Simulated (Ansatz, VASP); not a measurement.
This is a calculation of KBr for VASP 6.6.1.

The input INCAR:

```
SYSTEM = KBr
PREC     = Accurate       ! precision mode
ENCUT    = 520            ! plane-wave cutoff, eV
EDIFF    = 1E-6           ! SCF threshold, eV
ISMEAR   = 0              ! smearing method
SIGMA    = 0.03           ! smearing width, eV
LREAL    = .FALSE.        ! projectors in reciprocal space
LASPH    = .TRUE.         ! aspherical terms in the spheres
NELM     = 80             ! most SCF steps
ALGO     = Normal         ! electronic algorithm
ISIF     = 2              ! what is computed and relaxed
LWAVE    = .FALSE.        ! write WAVECAR
LCHARG   = .FALSE.        ! write CHGCAR
GGA      = PE             ! functional
NBANDS   = 15             ! bands
```

The input KPOINTS:

```
Automatic mesh
0
G
  7 7 7
  0 0 0
```

Contents of POSCAR:

```
KBr
1.0
    0.0000000000      3.3000000000      3.3000000000
    3.3000000000      0.0000000000      3.3000000000
    3.3000000000      3.3000000000      0.0000000000
Br K
1 1
Direct
    0.5000000000      0.5000000000      0.5000000000
    0.0000000000      0.0000000000      0.0000000000
```

Potentials or basis: VASP PAW PBE potentials, release 64 (Br, K_sv).

Launch:

```console
$ cat potpaw_PBE.64/Br/POTCAR potpaw_PBE.64/K_sv/POTCAR > POTCAR
$ mpirun -np 1 vasp_std > vasp.out
```

Question: Translate it to Ansatz 0.2.0. Potentials there: all-electron LAPW, scalar-relativistic.

Answer: As run (the cutoff follows the program's own potentials):

input.yaml

```yaml
crystal:
  lattice:
    - [0.0, 3.3, 3.3]
    - [3.3, 0.0, 3.3]
    - [3.3, 3.3, 0.0]
  atoms:
    - { symbol: Br, position: [0.5, 0.5, 0.5] }
    - { symbol: K, position: [0.0, 0.0, 0.0] }
kpoints:
  mp_grid: { grid: [7, 7, 7] }
scf:
  occupations: { method: gaussian, width: 0.03 }
hamiltonian:
  xc: pbe
  pseudopotentials: { kind: all_electron, lapw: { basis_error: 0.001 } }
output:
  forces: true
  stress: true
  eigenvalues: true
```

Potentials or basis: all-electron LAPW, scalar-relativistic.

Launch:

```bash
$ ansatz run input.yaml --threads 1 --pin off --max-ram 3072MiB --backend cpu --events-out ev --progress --plain --runs-dir out
```

Both were run:

|  | VASP | Ansatz | Ansatz less VASP |
| --- | --- | --- | --- |
| gap on the k mesh at the Fermi level (eV) | 4.43 | 4.44 | +0.001 |
| least direct gap on the mesh (eV) | 4.43 | 4.44 | +0.001 |
| pressure (GPa) | 0.8 | 0.7 | -0.04 |

Ansatz ran all-electron here, and VASP with PAW potentials.
